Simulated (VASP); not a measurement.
Runs of VASP 6.6.1 on TaC3. The structure is that of space group P6/mmm (No. 191), or close to it. The cells are those of the table. 

```csv
task,cell,k mesh,cutoff (eV),gap on the mesh (eV),pressure (GPa),relaxed volume (Å³/atom)
relaxation of cell and atoms,"relaxed from a = 2.969, b = 2.969, c = 6.992 Å, angles 90.0, 90.0, 120.0°, 4 atoms",6 × 6 × 4,600,none,0.1,13.51
single point,"a = 2.969, b = 2.969, c = 6.992 Å, angles 90.0, 90.0, 120.0°, 4 atoms",6 × 6 × 4,520,none,(a),-
single point,"a = 3.878, b = 3.878, c = 4.200 Å, angles 90.0, 90.0, 120.0°, 4 atoms",12 × 12 × 12,520,none,0.4,-
relaxation of cell and atoms,"relaxed from a = 3.872, b = 3.872, c = 4.183 Å, angles 90.0, 90.0, 120.0°, 4 atoms",12 × 12 × 12,600,none,0.0,13.70
single point,"a = 3.872, b = 3.872, c = 4.183 Å, angles 90.0, 90.0, 120.0°, 4 atoms",6 × 6 × 4,520,none,0.4,-
```

Alike in all rows: level PBE; potentials or basis VASP PAW PBE potentials, release 64 (Ta_pv, C); no spin polarisation; smearing gaussian 0.1 eV.

Q: Estimate the missing entries.

A: (a) 146.0.

Caveats: some runs use coarse meshes; spin-orbit coupling is left out, which moves the levels of the heavy elements.

A k mesh can miss the band edges, and the runs leave out spin-orbit coupling on Ta.

A gap of «none» marks levels without a gap at the run's occupations.
